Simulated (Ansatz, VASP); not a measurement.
**PtSe2 in VASP and in Ansatz**

Contents of POSCAR:

```
PtSe2
1.0
    3.9150828953      0.0000000000      0.0000000000
   -1.9575414477      3.2291059479      0.0000000000
    0.0000000000      0.0000000000      5.2771565025
Pt Se
1 2
Direct
    0.0000000000      0.0000000000      0.0000000000
    0.3370209755      0.6740419509      0.2385846392
    0.6629790245      0.3259580491      0.7614153608
```

The input INCAR.step1:

```
ALGO = Normal ; EDIFF = 1E-4
ENCUT = 520 ; GGA = PE
ISMEAR = -1 ; LASPH = True
LCHARG = False ; LREAL = False
LWAVE = True ; NBANDS = 18
NELM = 100 ; PREC = Accurate
SIGMA = 0.02
```

INCAR.step2

```
ALGO = Normal ; EDIFF = 1E-6
ENCUT = 520 ; ISIF = 2
ISMEAR = -1 ; ISTART = 1
LASPH = True ; LCHARG = True
LELF = True ; LMIXTAU = True
LREAL = False ; LVHAR = True
LWAVE = False ; METAGGA = R2SCAN
NBANDS = 18 ; NELM = 100
PREC = Accurate ; SIGMA = 0.02
```

Contents of KPOINTS:

```
k-points
0
Gamma
  12 12 6
```

Input for Ansatz:

```yaml
crystal:
  lattice:
    - [3.9150828953, 0.0, 0.0]
    - [-1.9575414477, 3.2291059479, 0.0]
    - [0.0, 0.0, 5.2771565025]
  atoms:
    - { symbol: Pt, position: [0.0, 0.0, 0.0] }
    - { symbol: Se, position: [0.3370209755, 0.6740419509, 0.2385846392] }
    - { symbol: Se, position: [0.6629790245, 0.3259580491, 0.7614153608] }
kpoints:
  mp_grid: { grid: [12, 12, 6] }
  band_path:
    path:
      - [0.0, 0.0, 0.0]
      - [0.5, 0.0, 0.0]
      - [0.3333333333, 0.3333333333, 0.0]
      - [0.0, 0.0, 0.5]
      - [0.5, 0.0, 0.5]
      - [0.3333333333, 0.3333333333, 0.5]
      - [0.3, 0.3, 0.0]
      - [0.0, 0.25, 0.3333333333]
    npoints: 1
hamiltonian:
  xc: r2scan
scf:
  occupations: { method: fermi_dirac, width: 0.02 }
  n_extra_bands: 4
output:
  forces: true
  stress: true
  eigenvalues: true
```

Change from the starting cell: uniaxial_x strain +5.0%.

Alike in both runs: task single point; functional r2SCAN; k mesh 12 × 12 × 6; occupations fermi-dirac, width 0.02 eV; no spin polarisation.

|  | VASP | Ansatz |
| --- | --- | --- |
| version | VASP 6.6.1 | Ansatz 0.2.0 |
| potentials or method | VASP PAW PBE potentials, release 64 (Pt, Se) | plane waves, PAW |
| plane-wave cutoff (eV) | 520 | 500 |
| valence electrons in the cell | 22 | 50 |

|  | VASP | Ansatz | Ansatz less VASP |
| --- | --- | --- | --- |
| pressure (GPa) | -2.6 | -2.7 | -0.04 |
| traceless stress, the component that is largest in VASP (GPa) | -4.23 | -4.26 | -0.028 |
| rms of the force components (eV/Å) | 0.012 | 0.016 | +0.0040 |

VASP's potentials were made for PBE, not for r2SCAN. Atom by atom the forces differ by 0.004 eV/Å (rms over components). The functional is the same, so the differences come from potentials, cutoffs and numerics. VASP's potentials hold 22 valence electrons a cell and Ansatz's 50, so a difference there can come from the potentials and not from the codes.

Spin-orbit coupling is off throughout.
